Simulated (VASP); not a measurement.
# NaCu12 in VASP: relaxation of the atoms with PBE

Aim: the relaxation of the atoms of NaCu12 with PBE.

All numbers are computed with VASP 6.6.1; they aren't measurements. Logs are shortened: lines on timing, memory, paths and dates and some standing lists are left out, and cuts for length are marked.

## Step 1: The cell of the first run

The cell holds a slab with vacuum, 13 atoms: a = 5.132 Å, b = 5.132 Å, c = 19.028 Å, α = 90.00°, β = 90.00°, γ = 90.00°.

## Step 2: Relaxation of the atoms, PBE

File INCAR:

```
PREC = Accurate
ENCUT = 520
EDIFF = 1E-7
ISMEAR = 0
SIGMA = 0.1
LREAL = False
LASPH = True
NELM = 120
ALGO = Normal
ISIF = 2
LWAVE = False
LCHARG = False
LDIPOL = True
IDIPOL = 3
DIPOL = 0.5 0.5 0.320
GGA = PE
IBRION = 2
NSW = 36
EDIFFG = -0.025
GGA_COMPAT = False
NELMIN = 4
NELMDL = -8
KPAR = 4
```

File KPOINTS:

```
Automatic mesh
0
Gamma
  5 5 1
```

File POSCAR:

```
NaCu12
1.0
    5.1319544654      0.0000000000      0.0000000000
    0.0000000000      5.1319544654      0.0000000000
    0.0000000000      0.0000000000     19.0279314150
Cu Na
12 1
Selective dynamics
Direct
    0.2500000000      0.2500000000      0.2102172807  F F F
    0.2500000000      0.7500000000      0.2102172807  F F F
    0.7500000000      0.2500000000      0.2102172807  F F F
    0.7500000000      0.7500000000      0.2102172807  F F F
    0.0000000000      0.0000000000      0.3029241254  F F F
    0.0000000000      0.5000000000      0.3029241254  F F F
    0.5000000000      0.0000000000      0.3029241254  F F F
    0.5000000000      0.5000000000      0.3029241254  F F F
    0.2500000000      0.2500000000      0.3956253179  F F F
    0.2500000000      0.7500000000      0.3956253179  F F F
    0.7500000000      0.2500000000      0.3956253179  F F F
    0.7500000000      0.7500000000      0.3956253179  F F F
    0.3333333333      0.5000000000      0.5214110522  F F T
```

Potentials or basis: VASP PAW PBE potentials, release 64 (Cu, Na_pv).

Command:

```bash
$ cat potpaw_PBE.64/Cu/POTCAR potpaw_PBE.64/Na_pv/POTCAR > POTCAR
$ mpirun -np 4 vasp_std > vasp.out
```

OUTCAR:

```text
PREC = Accurate
   ENCUT = 520
   EDIFF = 1E-7
   ISMEAR = 0
   LREAL = False
   LASPH = True
   NELM = 120
   ISIF = 2
   GGA = PE
   IBRION = 2
   NSW = 36
   EDIFFG = -0.025
   NELMIN = 4
   NELMDL = -8

 ion  position               nearest neighbor table
   1  0.250  0.250  0.210-   5 2.53   6 2.53   7 2.53   8 2.53   2 2.57   3 2.57   2 2.57   3 2.57

   2  0.250  0.750  0.210-   5 2.53   6 2.53   7 2.53   8 2.53   1 2.57   4 2.57   1 2.57   4 2.57

   3  0.750  0.250  0.210-   5 2.53   6 2.53   7 2.53   8 2.53   1 2.57   4 2.57   4 2.57   1 2.57

   4  0.750  0.750  0.210-   5 2.53   6 2.53   7 2.53   8 2.53   2 2.57   3 2.57   3 2.57   2 2.57

   5  0.000  0.000  0.303-   9 2.53  10 2.53  11 2.53  12 2.53   1 2.53   2 2.53   3 2.53   4 2.53
                             6 2.57   7 2.57   6 2.57   7 2.57
   6  0.000  0.500  0.303-   9 2.53  10 2.53  11 2.53  12 2.53   1 2.53   2 2.53   3 2.53   4 2.53
                             5 2.57   8 2.57   5 2.57   8 2.57
   7  0.500  0.000  0.303-   9 2.53  10 2.53  11 2.53  12 2.53   1 2.53   2 2.53   3 2.53   4 2.53
                             5 2.57   8 2.57   8 2.57   5 2.57
   8  0.500  0.500  0.303-   9 2.53  10 2.53  11 2.53  12 2.53   1 2.53   2 2.53   3 2.53   4 2.53
                             6 2.57   7 2.57   7 2.57   6 2.57
   9  0.250  0.250  0.396-   5 2.53   6 2.53   7 2.53   8 2.53  10 2.57  11 2.57  10 2.57  11 2.57
                            13 2.75
  10  0.250  0.750  0.396-   5 2.53   6 2.53   7 2.53   8 2.53   9 2.57  12 2.57   9 2.57  12 2.57
                            13 2.75
  11  0.750  0.250  0.396-   5 2.53   6 2.53   7 2.53   8 2.53   9 2.57  12 2.57  12 2.57   9 2.57

  12  0.750  0.750  0.396-   5 2.53   6 2.53   7 2.53   8 2.53  10 2.57  11 2.57  11 2.57  10 2.57

  13  0.333  0.500  0.521-   9 2.75  10 2.75

  LATTYP: Found a simple tetragonal cell.
 ALAT       =     5.1319544654
 C/A-ratio  =     3.7077358233

  Lattice vectors:

 A1 = (   5.1319544654,   0.0000000000,   0.0000000000)
 A2 = (   0.0000000000,   5.1319544654,   0.0000000000)
 A3 = (   0.0000000000,   0.0000000000,  19.0279314150)

Analysis of symmetry for initial positions (statically):
=====================================================================
 Subroutine PRICEL returns:
 Original cell was already a primitive cell.

 Routine SETGRP: Setting up the symmetry group for a
 simple tetragonal supercell.

 Subroutine GETGRP returns: Found  2 space group operations
 (whereof  2 operations were pure point group operations)
 out of a pool of 16 trial point group operations.

The static configuration has the point symmetry C_1h.

Analysis of symmetry for dynamics (positions and initial velocities):
=====================================================================
 Subroutine PRICEL returns:
 Original cell was already a primitive cell.

 Routine SETGRP: Setting up the symmetry group for a
 simple tetragonal supercell.

 Subroutine GETGRP returns: Found  2 space group operations
 (whereof  2 operations were pure point group operations)
 out of a pool of 16 trial point group operations.

The dynamic configuration has the point symmetry C_1h.

Analysis of constrained symmetry for selective dynamics:
=====================================================================
 Subroutine PRICEL returns:
 Original cell was already a primitive cell.

 Routine SETGRP: Setting up the symmetry group for a
 simple tetragonal supercell.

 Subroutine GETGRP returns: Found  2 space group operations
 (whereof  2 operations were pure point group operations)
 out of a pool of 16 trial point group operations.

The constrained configuration has the point symmetry C_1h.

 Subroutine INISYM returns: Found  2 space group operations
 (whereof  2 operations are pure point group operations),
 and found     1 'primitive' translations

----------------------------------------------------------------------------------------

                                     Primitive cell

  volume of cell :     501.1378

  direct lattice vectors                    reciprocal lattice vectors
     5.131954465  0.000000000  0.000000000     0.194857536  0.000000000  0.000000000
     0.000000000  5.131954465  0.000000000     0.000000000  0.194857536  0.000000000
     0.000000000  0.000000000 19.027931415     0.000000000  0.000000000  0.052554320

  length of vectors
     5.131954465  5.131954465 19.027931415     0.194857536  0.194857536  0.052554320

  position of ions in fractional coordinates (direct lattice)
     0.250000000  0.250000000  0.210217281
     0.250000000  0.750000000  0.210217281
     0.750000000  0.250000000  0.210217281
     0.750000000  0.750000000  0.210217281
     0.000000000  0.000000000  0.302924125
     0.000000000  0.500000000  0.302924125
     0.500000000  0.000000000  0.302924125
     0.500000000  0.500000000  0.302924125
     0.250000000  0.250000000  0.395625318
     0.250000000  0.750000000  0.395625318
     0.750000000  0.250000000  0.395625318
     0.750000000  0.750000000  0.395625318
     0.333333333  0.500000000  0.521411052

  ion indices of the primitive-cell ions
   primitive index   ion index
                 1           1
                 2           2
                 3           3
                 4           4
                 5           5
                 6           6
                 7           7
                 8           8
                 9           9
                10          10
                11          11
                12          12
                13          13

----------------------------------------------------------------------------------------

 KPOINTS: Automatic mesh

Automatic generation of k-mesh.
 Grid dimensions read from file:
 generate k-points for:    5    5    1

 Generating k-lattice:

  Cartesian coordinates                     Fractional coordinates (reciprocal lattice)
     0.038971507  0.000000000  0.000000000     0.200000000  0.000000000  0.000000000
     0.000000000  0.038971507  0.000000000     0.000000000  0.200000000  0.000000000
     0.000000000  0.000000000  0.052554320     0.000000000  0.000000000  1.000000000

  Length of vectors
     0.038971507  0.038971507  0.052554320

  Shift w.r.t. Gamma in fractional coordinates (k-lattice)
     0.000000000  0.000000000  0.000000000

 Subroutine IBZKPT returns following result:
 ===========================================

 Found      9 irreducible k-points:

 Following reciprocal coordinates:
            Coordinates               Weight
  0.000000  0.000000  0.000000      1.000000
  0.200000  0.000000  0.000000      2.000000
  0.000000  0.200000  0.000000      2.000000
  0.400000  0.000000  0.000000      2.000000
  0.000000  0.400000  0.000000      2.000000
  0.200000  0.200000  0.000000      4.000000
  0.400000  0.200000  0.000000      4.000000
 -0.200000  0.400000  0.000000      4.000000
  0.400000  0.400000  0.000000      4.000000
   k-points           NKPTS =      9   k-points in BZ     NKDIM =      9   number of bands    NBANDS=     83
   number of dos      NEDOS =    301   number of ions     NIONS =     13
   total plane-waves  NPLWV = 230400
   dimension x,y,z NGX =    40 NGY =   40 NGZ =  144
   dimension x,y,z NGXF=    80 NGYF=   80 NGZF=  288
   ions per type =              12   1
   NGX,Y,Z   is equivalent  to a cutoff of  12.96, 12.96, 12.58 a.u.
   NGXF,Y,Z  is equivalent  to a cutoff of  25.92, 25.92, 25.16 a.u.
 SYSTEM =  unknown system
   PREC   = accura    normal or accurate (medium, high low for compatibility)
   ISTART =      0    job   : 0-new  1-cont  2-samecut
   ICHARG =      2    charge: 1-file 2-atom 10-const
   ISPIN  =      1    spin polarized calculation?
   LNONCOLLINEAR =      F non collinear calculations
   LSORBIT =      F    spin-orbit coupling
   LASPH  =      T    aspherical Exc in radial PAW
   ENCUT  =  520.0 eV  38.22 Ry    6.18 a.u.   9.54  9.54 35.38*2*pi/ulx,y,z
   NELM   =    120;   NELMIN=  4; NELMDL= -8     # of ELM steps
   EDIFF  = 0.1E-06   stopping-criterion for ELM
   LREAL  =      F    real-space projection
   EDIFFG = -.3E-01   stopping-criterion for IOM
   NSW    =     36    number of steps for IOM
   IBRION =      2    ionic relax: 0-MD 1-quasi-New 2-CG
   NFREE  =      1    steps in history (QN), initial steepest desc. (CG)
   ISIF   =      2    stress and relaxation
   ISYM   =      2    0-nonsym 1-usesym 2-fastsym
   POTIM  = 0.5000    time-step for ionic-motion
   TEBEG  =    0.0;   TEEND  =   0.0 temperature during run
   PSTRESS=    0.0 pullay stress
   NELECT =     139.0000    total number of electrons
   NUPDOWN=      -1.0000    fix difference up-down
   EMIN   =  10.00;   EMAX   =-10.00  energy-range for DOS
   EFERMI =   0.00;   METHOD = LEGACY
   ISMEAR =     0;   SIGMA  =   0.10  broadening in eV -4-tet -1-fermi 0-gaus
   EFERMI_NEDOS =   21; number of points for ismear=-14 and -15
   IALGO  =     38    algorithm
   IMIX   =      4    mixing-type and parameters
     AMIX     =   0.40;   BMIX     =  1.00
     AMIX_MAG =   1.60;   BMIX_MAG =  1.00
  volume/ion in A,a.u.               =      38.55       260.14
  Fermi-wavevector in a.u.,A,eV,Ry     =   1.067646  2.017559 15.508852  1.139868
  Thomas-Fermi vector in A             =   2.203269
   LORBIT       =      0    0 simple, 1 ext, 2 COOP (PROOUT), +10 PAW based schemes
   GGA     = PE    functional components
   LHFCALC =     F    Hartree Fock is set to
   AEXX    =    0.0000 exact exchange contribution
   IVDW    =     0    specifies the selected vdW correction
   LEPSILON=     F    determine dielectric tensor
   LRPA    =     F    only Hartree local field effects (RPA)
 conjugate gradient relaxation of ions
 non-spin polarized calculation
 Gauss-broadening in eV      SIGMA  =   0.10
  energy-cutoff  :      520.00
  volume of cell :      501.14
 maximum number of plane-waves:     13595
 NGX is ok and might be reduce to    40
   NGX = 19   NGY = 19   NGZ = 71

 number of electron     138.9999787 magnetization

 dipolmoment           0.000000      0.000000     -0.384985 electrons x Angstroem

 Free energy of the ion-electron system (eV)
  ---------------------------------------------------
  ext. energy  EPLUGINS =         0.00000000
  ---------------------------------------------------
  free energy    TOTEN  =       -41.76150734 eV

  energy without entropy =      -41.73248408  energy(sigma->0) =      -41.74699571

 E-fermi :  -0.0385     XC(G=0):  -5.1356

 val. band max:       -0.0958148587   @ k =   0.0000   0.0000   0.0000
 cond. band min:      -0.0359964048   @ k =   0.2000   0.0000   0.0000
 fundamental gap:      0.0598184539
 Fermi energy:        -0.0385388297

 k-point     1 :       0.0000    0.0000    0.0000
  band No.  band energies     occupation
      1     -25.2711      2.00000
      2     -25.2542      2.00000
      3     -25.2443      2.00000
      4      -8.4519      2.00000
      5      -5.9443      2.00000
      6      -4.9184      2.00000
[... 745 lines left out ...]
     80       4.4367      0.00000
     81       4.6822      0.00000
 [bands above 81 left out]

------------------------ aborting loop because EDIFF is reached ----------------------------------------

 vacuum level on the upper side and lower side of the slab       (xc-potential included)        -1.734         0.980

  FORCE on cell =-STRESS in cart. coord.  units (eV):
  Direction    XX          YY          ZZ          XY          YZ          ZX
  --------------------------------------------------------------------------------------
  -------------------------------------------------------------------------------------
  Total       -4.7327761     -4.3280497      1.1272445      0.0000000      0.0000000      0.2632520
  in kB      -15.1310607    -13.8371184      3.6038900      0.0000000      0.0000000      0.8416374
  external PRESSURE =      -8.4547631 kB  Pullay stress =       0.0000000 kB

 VOLUME and BASIS-vectors are now :
 -----------------------------------------------------------------------------
  energy-cutoff  :      520.00
  volume of cell :      501.14
      direct lattice vectors                 reciprocal lattice vectors
     5.131954465  0.000000000  0.000000000     0.194857536  0.000000000  0.000000000
     0.000000000  5.131954465  0.000000000     0.000000000  0.194857536  0.000000000
     0.000000000  0.000000000 19.027931415     0.000000000  0.000000000  0.052554320

 POSITION                                       TOTAL-FORCE (eV/Angst)
 -----------------------------------------------------------------------------------
      1.28299      1.28299      4.00000         0.003379      0.006251     -0.026461
      1.28299      3.84897      4.00000         0.003379     -0.006251     -0.026461
      3.84897      1.28299      4.00000        -0.003627      0.007733     -0.038712
      3.84897      3.84897      4.00000        -0.003627     -0.007733     -0.038712
      0.00000      0.00000      5.76402        -0.008695      0.000000     -0.079375
      0.00000      2.56598      5.76402        -0.007035      0.000000     -0.103315
      2.56598      0.00000      5.76402         0.007302      0.000000     -0.092210
      2.56598      2.56598      5.76402         0.007059      0.000000     -0.110524
      1.28299      1.28299      7.52793        -0.038260     -0.130526     -0.043179
      1.28299      3.84897      7.52793        -0.038260      0.130526     -0.043179
      3.84897      1.28299      7.52793        -0.015403      0.039183      0.289065
      3.84897      3.84897      7.52793        -0.015403     -0.039183      0.289065
      1.71065      2.56598      9.92137         0.109194      0.000000      0.023997
 -----------------------------------------------------------------------------------
    total drift:                                0.000635     -0.000000     -0.003141

  FREE ENERGIE OF THE ION-ELECTRON SYSTEM (eV)
  ---------------------------------------------------
  free  energy   TOTEN  =       -41.7615073397 eV

  energy  without entropy=      -41.7324840818  energy(sigma->0) =      -41.74699571

 reached required accuracy - stopping structural energy minimisation

 vacuum level on the upper side and lower side of the slab         1.419         4.208
```

Wall time 7.1 min (4 MPI ranks of Intel Xeon Platinum 8488C (Sapphire Rapids), shared host); peak memory 0.67 GiB.

Results:

```
Free energy            : -41.7615 eV
Band gap on the k mesh : zero (an odd number of electrons rules out a gap without spin polarisation)
```

Final structure:
```
CELL_PARAMETERS angstrom
5.13195 0.00000 0.00000
0.00000 5.13195 0.00000
0.00000 0.00000 19.02793
ATOMIC_POSITIONS crystal
Cu 0.25000 0.25000 0.21022
Cu 0.25000 0.75000 0.21022
Cu 0.75000 0.25000 0.21022
Cu 0.75000 0.75000 0.21022
Cu 0.00000 0.00000 0.30292
Cu 0.00000 0.50000 0.30292
Cu 0.50000 0.00000 0.30292
Cu 0.50000 0.50000 0.30292
Cu 0.25000 0.25000 0.39563
Cu 0.25000 0.75000 0.39563
Cu 0.75000 0.25000 0.39563
Cu 0.75000 0.75000 0.39563
Na 0.33333 0.50000 0.52141
```

Levels at points of the mesh, in eV from the Fermi level:
| k point | band 67 | band 68 | band 69 | band 70 | band 71 | band 72 | band 73 | band 74 |
| --- | --- | --- | --- | --- | --- | --- | --- | --- |
| (0.00, 0.00, 0.00) | -0.23 | -0.23 | -0.20 | -0.17 | -0.06 | -0.06 | 0.17 | 1.25 |

Caveat: the relaxation stopped at its first step, so nothing moved.

The gap in the log of VASP goes by the Fermi energy; the results here count the filled bands.